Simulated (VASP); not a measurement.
# Ba2Ho3Te: single point with PBE

Crystal: Ba2Ho3Te.

```xyz
6
Lattice="5.0248 0.0000 0.0000 0.0000 5.0248 0.0000 0.0000 0.0000 8.3631" Properties=species:S:1:pos:R:3 pbc="T T T"
Ba    2.5124    2.5124    1.9580
Ba    2.5124    2.5124    7.0096
Ho    0.0000    2.5124    4.7906
Ho    2.5124    0.0000    4.7906
Ho    0.0000    0.0000    7.5047
Te    0.0000    0.0000    2.4493
```

The cell was generated, and may not be a known phase.

- Program: VASP 6.6.1
- Task: single point
- Functional: PBE
- Potentials or basis: VASP PAW PBE potentials, release 64 (Ba_sv, Ho_3, Te), 4f in core
- Cutoff: 500 eV
- k mesh: 4 × 4 × 2
- Occupations: gaussian, width 0.1 eV
- Spin: no spin polarisation
- Dipole correction: no
- Further INCAR settings: ALGO = Normal; EDIFF = 1e-06; NBANDS = 36

| Item | Value |
| --- | --- |
| Pressure | 1.3 GPa |
| Largest force | 0.144 eV/Å |
| Band gap on the k mesh | zero (an odd number of electrons rules out a gap without spin polarisation) |

Forces on the atoms (eV/Å):
```
Ba   0.000  0.000 -0.125
Ba   0.000  0.000  0.041
Ho   0.000  0.000 -0.095
Ho   0.000  0.000 -0.095
Ho   0.000  0.000  0.130
Te   0.000  0.000  0.144
```

Stress tensor (GPa, compression positive):
```
0.55 0.00 0.00
0.00 0.55 0.00
0.00 0.00 2.72
```

Levels at points of the mesh, in eV from the Fermi level:
| k point | band 24 | band 25 | band 26 | band 27 | band 28 | band 29 |
| --- | --- | --- | --- | --- | --- | --- |
| (0.00, 0.00, 0.00) | -1.51 | -0.65 | -0.60 | 0.25 | 0.25 | 0.35 |
| (0.50, 0.00, 0.00) | -0.66 | -0.37 | -0.03 | 0.26 | 0.35 | 0.41 |
| (0.50, 0.50, 0.00) | -1.52 | -0.45 | 0.07 | 0.64 | 0.64 | 1.11 |
| (0.00, 0.00, 0.50) | -1.23 | -0.59 | -0.38 | -0.36 | -0.31 | -0.31 |
| (0.50, 0.00, 0.50) | -0.56 | -0.49 | -0.04 | 0.31 | 0.57 | 0.72 |
| (0.50, 0.50, 0.50) | -0.89 | -0.58 | -0.33 | -0.33 | 0.62 | 1.12 |

Run time: 84 s on 1 thread of Intel(R) Xeon(R) Platinum 8488C (Sapphire Rapids) (shared host), peak memory 0.35 GiB.

Caveat: the k points lie up to 0.38 Å⁻¹ apart, too coarse for converged energies and pressures of a metal; spin-orbit coupling is left out, which moves the levels of the heavy elements; the 4f electrons are frozen in the core, so they carry no moment and show no levels. Spin polarisation is off, so any magnetic state and its effect on volume and gap are missing.
